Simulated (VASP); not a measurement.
# Al2O3 (R-3c) in VASP: notebook

The runs below take Al2O3 through single point, relaxation of cell and atoms, with LDA.

Program: VASP 6.6.1. These are calculated values, not measurements. Logs are shortened: lines on timing, memory, paths and dates and some standing lists are left out, and cuts for length are marked.

## Step 1: The cell of the first run

It takes space group R-3c (No. 167, trigonal). The conventional cell has a = 4.585 Å, b = 4.585 Å, c = 12.454 Å, α = 90.00°, β = 90.00°, γ = 120.00°. Al (site symmetry 3) has 6 O at 1.79 to 1.89 Å within 2.4 Å. Within 2.8 Å of O (site symmetry 2) lie 4 Al at 1.79 to 1.89 Å and 12 O at 2.44 to 2.76 Å.

## Step 2: Single point, LDA

INCAR

```
ALGO = Normal
EDIFF = 1E-7
ENCUT = 520
ISIF = 2
ISMEAR = 0
LASPH = True
LCHARG = False
LREAL = False
LWAVE = False
NBANDS = 35
NELM = 100
PREC = Accurate
SIGMA = 0.1
```

KPOINTS

```
k-points
0
Gamma
  6 6 6
```

POSCAR

```
Al2O3
1.0
    2.2925939644      1.3236297425      4.1514370671
   -2.2925939644      1.3236297425      4.1514370671
    0.0000000000     -2.6472594850      4.1514370671
Al O
4 6
Direct
    0.3518330658      0.3518330658      0.3518330658
    0.1481669342      0.1481669342      0.1481669342
    0.6481669342      0.6481669342      0.6481669342
    0.8518330658      0.8518330658      0.8518330658
    0.5569045813      0.9430954187      0.2500000000
    0.2500000000      0.5569045813      0.9430954187
    0.9430954187      0.2500000000      0.5569045813
    0.4430954187      0.0569045813      0.7500000000
    0.7500000000      0.4430954187      0.0569045813
    0.0569045813      0.7500000000      0.4430954187
```

Potentials or basis: VASP PAW LDA potentials, release 64 (Al, O).

The run is started by

```sh
$ cat potpaw_LDA.64/Al/POTCAR potpaw_LDA.64/O/POTCAR > POTCAR
$ mpirun -np 1 vasp_std > vasp.out
```

OUTCAR:

```text
EDIFF = 1E-7
   ENCUT = 520
   ISIF = 2
   ISMEAR = 0
   LASPH = True
   LREAL = False
   NELM = 100
   PREC = Accurate

 ion  position               nearest neighbor table
   1  0.352  0.352  0.352-  10 1.79   8 1.79   9 1.79   5 1.89   7 1.89   6 1.89   2 2.54   3 2.69
                             3 2.69   3 2.69   2 3.10   2 3.10   2 3.10   4 3.36   4 3.36   4 3.36
   2  0.148  0.148  0.148-   9 1.79   8 1.79  10 1.79   5 1.89   7 1.89   6 1.89   1 2.54   4 2.69
                             4 2.69   4 2.69   1 3.10   1 3.10   1 3.10   3 3.36   3 3.36   3 3.36
   3  0.648  0.648  0.648-   7 1.79   5 1.79   6 1.79   8 1.89   9 1.89  10 1.89   4 2.54   1 2.69
                             1 2.69   1 2.69   4 3.10   4 3.10   4 3.10   2 3.36   2 3.36   2 3.36
   4  0.852  0.852  0.852-   6 1.79   5 1.79   7 1.79   8 1.89   9 1.89  10 1.89   3 2.54   2 2.69
                             2 2.69   2 2.69   3 3.10   3 3.10   3 3.10   1 3.36   1 3.36   1 3.36
   5  0.557  0.943  0.250-   3 1.79   4 1.79   1 1.89   2 1.89
   6  0.250  0.557  0.943-   4 1.79   3 1.79   1 1.89   2 1.89
   7  0.943  0.250  0.557-   3 1.79   4 1.79   1 1.89   2 1.89
   8  0.443  0.057  0.750-   1 1.79   2 1.79   3 1.89   4 1.89
   9  0.750  0.443  0.057-   2 1.79   1 1.79   3 1.89   4 1.89
  10  0.057  0.750  0.443-   1 1.79   2 1.79   3 1.89   4 1.89

  LATTYP: Found a trigonal (rhomboedric) cell.
 ALAT       =     4.9236584470
 COS(alpha) =     0.5663808555

  Lattice vectors:

 A1 = (   2.2925939644,   1.3236297425,   4.1514370671)
 A2 = (  -2.2925939644,   1.3236297425,   4.1514370671)
 A3 = (   0.0000000000,  -2.6472594850,   4.1514370671)

Analysis of symmetry for initial positions (statically):
=====================================================================
 Subroutine PRICEL returns:
 Original cell was already a primitive cell.

 Routine SETGRP: Setting up the symmetry group for a
 trigonal (rhombohedral) supercell.

 Subroutine GETGRP returns: Found 12 space group operations
 (whereof  6 operations were pure point group operations)
 out of a pool of 12 trial point group operations.

The static configuration has the point symmetry S_6 .
 The point group associated with its full space group is D_3d.

Analysis of symmetry for dynamics (positions and initial velocities):
=====================================================================
 Subroutine PRICEL returns:
 Original cell was already a primitive cell.

 Routine SETGRP: Setting up the symmetry group for a
 trigonal (rhombohedral) supercell.

 Subroutine GETGRP returns: Found 12 space group operations
 (whereof  6 operations were pure point group operations)
 out of a pool of 12 trial point group operations.

The dynamic configuration has the point symmetry S_6 .
 The point group associated with its full space group is D_3d.

 Subroutine INISYM returns: Found 12 space group operations
 (whereof  6 operations are pure point group operations),
 and found     1 'primitive' translations

----------------------------------------------------------------------------------------

                                     Primitive cell

  volume of cell :      75.5863

  direct lattice vectors                    reciprocal lattice vectors
     2.292593964  1.323629743  4.151437067     0.218093569  0.125916381  0.080293481
    -2.292593964  1.323629743  4.151437067    -0.218093569  0.125916381  0.080293481
     0.000000000 -2.647259485  4.151437067     0.000000000 -0.251832762  0.080293481

  length of vectors
     4.923658447  4.923658447  4.923658447     0.264323255  0.264323255  0.264323255

  position of ions in fractional coordinates (direct lattice)
     0.351833066  0.351833066  0.351833066
     0.148166934  0.148166934  0.148166934
     0.648166934  0.648166934  0.648166934
     0.851833066  0.851833066  0.851833066
     0.556904581  0.943095419  0.250000000
     0.250000000  0.556904581  0.943095419
     0.943095419  0.250000000  0.556904581
     0.443095419  0.056904581  0.750000000
     0.750000000  0.443095419  0.056904581
     0.056904581  0.750000000  0.443095419

  ion indices of the primitive-cell ions
   primitive index   ion index
                 1           1
                 2           2
                 3           3
                 4           4
                 5           5
                 6           6
                 7           7
                 8           8
                 9           9
                10          10

----------------------------------------------------------------------------------------

 KPOINTS: k-points

Automatic generation of k-mesh.
 Grid dimensions read from file:
 generate k-points for:    6    6    6

 Generating k-lattice:

  Cartesian coordinates                     Fractional coordinates (reciprocal lattice)
     0.036348928  0.020986063  0.013382247     0.166666667  0.000000000  0.000000000
    -0.036348928  0.020986063  0.013382247     0.000000000  0.166666667  0.000000000
     0.000000000 -0.041972127  0.013382247     0.000000000  0.000000000  0.166666667

  Length of vectors
     0.044053876  0.044053876  0.044053876

  Shift w.r.t. Gamma in fractional coordinates (k-lattice)
     0.000000000  0.000000000  0.000000000

 Subroutine IBZKPT returns following result:
 ===========================================

 Found     32 irreducible k-points:

 Following reciprocal coordinates:
            Coordinates               Weight
  0.000000  0.000000  0.000000      1.000000
  0.166667 -0.000000 -0.000000      6.000000
  0.333333  0.000000  0.000000      6.000000
  0.500000 -0.000000  0.000000      3.000000
  0.166667  0.166667 -0.000000      6.000000
  0.333333  0.166667  0.000000     12.000000
[... 16 lines left out ...]
  0.500000  0.500000  0.166667      6.000000
 -0.333333  0.500000  0.166667     12.000000
 [... further k-points ...]
   k-points           NKPTS =     32   k-points in BZ     NKDIM =     32   number of bands    NBANDS=     35
   number of dos      NEDOS =    301   number of ions     NIONS =     10
   total plane-waves  NPLWV =  64000
   dimension x,y,z NGX =    40 NGY =   40 NGZ =   40
   dimension x,y,z NGXF=    80 NGYF=   80 NGZF=   80
   ions per type =               4   6
   NGX,Y,Z   is equivalent  to a cutoff of  13.51, 13.51, 13.51 a.u.
   NGXF,Y,Z  is equivalent  to a cutoff of  27.01, 27.01, 27.01 a.u.
 SYSTEM =  unknown system
   PREC   = accura    normal or accurate (medium, high low for compatibility)
   ISTART =      0    job   : 0-new  1-cont  2-samecut
   ICHARG =      2    charge: 1-file 2-atom 10-const
   ISPIN  =      1    spin polarized calculation?
   LNONCOLLINEAR =      F non collinear calculations
   LSORBIT =      F    spin-orbit coupling
   LASPH  =      T    aspherical Exc in radial PAW
   ENCUT  =  520.0 eV  38.22 Ry    6.18 a.u.   9.15  9.15  9.15*2*pi/ulx,y,z
   NELM   =    100;   NELMIN=  2; NELMDL= -5     # of ELM steps
   EDIFF  = 0.1E-06   stopping-criterion for ELM
   LREAL  =      F    real-space projection
   EDIFFG = 0.1E-05   stopping-criterion for IOM
   NSW    =      0    number of steps for IOM
   IBRION =     -1    ionic relax: 0-MD 1-quasi-New 2-CG
   NFREE  =      0    steps in history (QN), initial steepest desc. (CG)
   ISIF   =      2    stress and relaxation
   ISYM   =      2    0-nonsym 1-usesym 2-fastsym
   POTIM  = 0.5000    time-step for ionic-motion
   TEBEG  =    0.0;   TEEND  =   0.0 temperature during run
   PSTRESS=    0.0 pullay stress
   NELECT =      48.0000    total number of electrons
   NUPDOWN=      -1.0000    fix difference up-down
   EMIN   =  10.00;   EMAX   =-10.00  energy-range for DOS
   EFERMI =   0.00;   METHOD = LEGACY
   ISMEAR =     0;   SIGMA  =   0.10  broadening in eV -4-tet -1-fermi 0-gaus
   EFERMI_NEDOS =   21; number of points for ismear=-14 and -15
   IALGO  =     38    algorithm
   IMIX   =      4    mixing-type and parameters
     AMIX     =   0.40;   BMIX     =  1.00
     AMIX_MAG =   1.60;   BMIX_MAG =  1.00
  volume/ion in A,a.u.               =       7.56        51.01
  Fermi-wavevector in a.u.,A,eV,Ry     =   1.407151  2.659130 26.940552  1.980075
  Thomas-Fermi vector in A             =   2.529439
   LORBIT       =      0    0 simple, 1 ext, 2 COOP (PROOUT), +10 PAW based schemes
   GGA     = CA    functional components
   LHFCALC =     F    Hartree Fock is set to
   AEXX    =    0.0000 exact exchange contribution
   IVDW    =     0    specifies the selected vdW correction
   LEPSILON=     F    determine dielectric tensor
   LRPA    =     F    only Hartree local field effects (RPA)
 non-spin polarized calculation
 Gauss-broadening in eV      SIGMA  =   0.10
  energy-cutoff  :      520.00
  volume of cell :       75.59
 maximum number of plane-waves:      2067
 NGX is ok and might be reduce to    40
   NGX = 19   NGY = 19   NGZ = 19

 number of electron      47.9999991 magnetization

 Free energy of the ion-electron system (eV)
  ---------------------------------------------------
  ext. energy  EPLUGINS =         0.00000000
  ---------------------------------------------------
  free energy    TOTEN  =       -82.37227333 eV

  energy without entropy =      -82.37227333  energy(sigma->0) =      -82.37227333

 E-fermi :   7.7445     XC(G=0): -12.7544

 val. band max:        7.2885240710   @ k =   0.0000   0.0000   0.0000
 cond. band min:      14.9465865605   @ k =   0.0000   0.0000   0.0000
 fundamental gap:      7.6580624895
 Fermi energy:         7.7444838769

 k-point     1 :       0.0000    0.0000    0.0000
  band No.  band energies     occupation
      1     -12.7514      2.00000
      2      -9.8038      2.00000
      3      -9.4638      2.00000
      4      -9.4638      2.00000
      5      -9.0879      2.00000
      6      -9.0879      2.00000
[... 27 lines left out ...]
     34      22.3856      0.00000
     35      22.7630      0.00000
[... 843 lines left out ...]
      5      -9.3129      2.00000
      6      -9.0448      2.00000
[... 27 lines left out ...]
     34      21.1972      0.00000
     35      21.8048      0.00000

 [... further k-points ...]

------------------------ aborting loop because EDIFF is reached ----------------------------------------

  FORCE on cell =-STRESS in cart. coord.  units (eV):
  Direction    XX          YY          ZZ          XY          YZ          ZX
  --------------------------------------------------------------------------------------
  -------------------------------------------------------------------------------------
  Total       14.9453768     14.9453768     14.7939287     -0.0000000     -0.0000000      0.0000000
  in kB      316.7919074    316.7919074    313.5817159     -0.0000000     -0.0000000      0.0000000
  external PRESSURE =     315.7218436 kB  Pullay stress =       0.0000000 kB

 VOLUME and BASIS-vectors are now :
 -----------------------------------------------------------------------------
  energy-cutoff  :      520.00
  volume of cell :       75.59
      direct lattice vectors                 reciprocal lattice vectors
     2.292593964  1.323629743  4.151437067     0.218093569  0.125916381  0.080293481
    -2.292593964  1.323629743  4.151437067    -0.218093569  0.125916381  0.080293481
     0.000000000 -2.647259485  4.151437067     0.000000000 -0.251832762  0.080293481

 POSITION                                       TOTAL-FORCE (eV/Angst)
 -----------------------------------------------------------------------------------
      0.00000      0.00000      4.38184         0.000000      0.000000     -0.018837
      0.00000      0.00000      1.84532         0.000000      0.000000      0.018837
      0.00000      0.00000      8.07247         0.000000      0.000000      0.018837
      0.00000      0.00000     10.60899         0.000000      0.000000     -0.018837
     -0.88538      1.32363      7.26501        -0.012178      0.000000     -0.000000
     -0.70361     -1.42858      7.26501         0.006089     -0.010546     -0.000000
      1.58899      0.10495      7.26501         0.006089      0.010546     -0.000000
      0.88538     -1.32363      5.18930         0.012178      0.000000     -0.000000
      0.70361      1.42858      5.18930        -0.006089      0.010546     -0.000000
     -1.58899     -0.10495      5.18930        -0.006089     -0.010546     -0.000000
 -----------------------------------------------------------------------------------
    total drift:                               -0.000000      0.000000     -0.000000

  FREE ENERGIE OF THE ION-ELECTRON SYSTEM (eV)
  ---------------------------------------------------
  free  energy   TOTEN  =       -82.3722733272 eV

  energy  without entropy=      -82.3722733272  energy(sigma->0) =      -82.37227333
```

Wall time 95 s (1 thread of Intel Xeon Platinum 8124M at 3.00GHz (Skylake/Cascade Lake), shared host); peak memory 0.22 GiB.

Results:

* Free energy: -82.3723 eV
* Pressure: 31.6 GPa
* Largest force: 0.019 eV/Å
* Band gap on the k mesh: 7.66 eV

Forces on the atoms (eV/Å):
```
Al   0.000  0.000 -0.019
Al   0.000  0.000  0.019
Al   0.000  0.000  0.019
Al   0.000  0.000 -0.019
O   -0.012  0.000  0.000
O    0.006 -0.011  0.000
O    0.006  0.011  0.000
O    0.012  0.000  0.000
O   -0.006  0.011  0.000
O   -0.006 -0.011  0.000
```

Stress tensor (GPa, compression positive):
```
31.68  0.00  0.00
 0.00 31.68  0.00
 0.00  0.00 31.36
```

Levels at points of the mesh, in eV from the valence-band top:
| k point | band 22 | band 23 | band 24 | band 25 | band 26 | band 27 |
| --- | --- | --- | --- | --- | --- | --- |
| (0.00, 0.00, 0.00) | -0.12 | -0.12 | 0.00 | 7.66 | 9.78 | 12.04 |
| (0.50, 0.00, 0.00) | -1.15 | -0.40 | -0.40 | 10.21 | 10.21 | 10.98 |
| (0.50, 0.50, 0.00) | -1.13 | -0.95 | -0.36 | 9.75 | 10.81 | 10.89 |
| (0.50, 0.50, 0.50) | -0.54 | -0.54 | -0.54 | 9.71 | 9.71 | 11.82 |

Caveat: the cell stands under pressure. LDA gaps usually lie below the measured ones, often by a third to a half.

(Continued in part 2 of 2.)
